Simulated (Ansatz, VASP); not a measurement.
## Ga in VASP and in Ansatz

```
Ga
1.0
    -1.68798    1.68798    1.68798
     1.68798   -1.68798    1.68798
     1.68798    1.68798   -1.68798
Ga
1
Direct
  0.00000 0.00000 0.00000
```

Alike in both runs: functional PBE; k mesh 17 × 17 × 17; occupations fermi-dirac, width 0.03 eV; no spin polarisation.

Ansatz relaxed the structure, and its values are those at the end. VASP's run is a single point on that final structure, the one shown.

|  | VASP | Ansatz |
| --- | --- | --- |
| version | VASP 6.6.1 | Ansatz 0.2.0 |
| potentials or method | VASP PAW PBE potentials, release 64 (Ga_d) | PAW with Ansatz's default frozen-core files, scalar-relativistic |
| plane-wave cutoff (eV) | 520 | 420 |
| valence electrons in the cell | 13 | 13 |

VASP gave:

```
pressure (GPa) : 0.1
```

Q: Estimate Ansatz's values.

A: Pressure (GPa): 0.0.

With one functional, cell and mesh, what is left measures potentials, basis and numerics.
